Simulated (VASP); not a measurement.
Write the native input for VASP 6.6.1 that does the following.

```
Task                   : single point
Functional             : BLYP
Potentials or basis    : VASP PAW PBE potentials, release 64 (Sb)
Cutoff                 : 520 eV
k mesh                 : 13 × 13 × 13
Occupations            : fermi-dirac, width 0.1 eV
Spin                   : no spin polarisation
Dipole correction      : no
Further INCAR settings : ALGO = Normal; EDIFF = 1e-06; NBANDS = 8
```

The structure of Sb lies in POSCAR:

```
Sb
1.0
   -1.9819690357      1.9819690357      1.9819690357
    1.9819690357     -1.9819690357      1.9819690357
    1.9819690357      1.9819690357     -1.9819690357
Sb
1
Direct
    0.0000000000      0.0000000000      0.0000000000
```

This cell differs from its parent crystal: volume scaled by 1.04.

The input as run:

INCAR

```
SYSTEM = Sb
  AGGAC = 1.0
  AGGAX = 1.0
  ALDAC = 0.0
  ALDAX = 1.0
  ALGO = Normal
  EDIFF = 1E-6
  ENCUT = 520
  GGA = B5
  ISIF = 2
  ISMEAR = -1
  LASPH = .TRUE.
  LCHARG = .FALSE.
  LREAL = .FALSE.
  LWAVE = .FALSE.
  NBANDS = 8
  NELM = 60
  PREC = Accurate
  SIGMA = 0.1
```

KPOINTS

```
k-points
0
G
  13 13 13
  0 0 0
```

Potentials or basis: VASP PAW PBE potentials, release 64 (Sb).

The run is started by

```console
$ cat potpaw_PBE.64/Sb/POTCAR > POTCAR
$ mpirun -np 1 vasp_std > vasp.out
```

It gave:

```yaml
Pressure: -1.3 GPa
```

Caveat: the PAW data sets were made with another functional, which shifts forces and pressure a little.

Wall time 20 s on 1 thread of Intel(R) Xeon(R) Platinum 8259CL CPU @ 2.50GHz (Skylake/Cascade Lake), with other jobs on the host, peak memory 0.16 GiB.
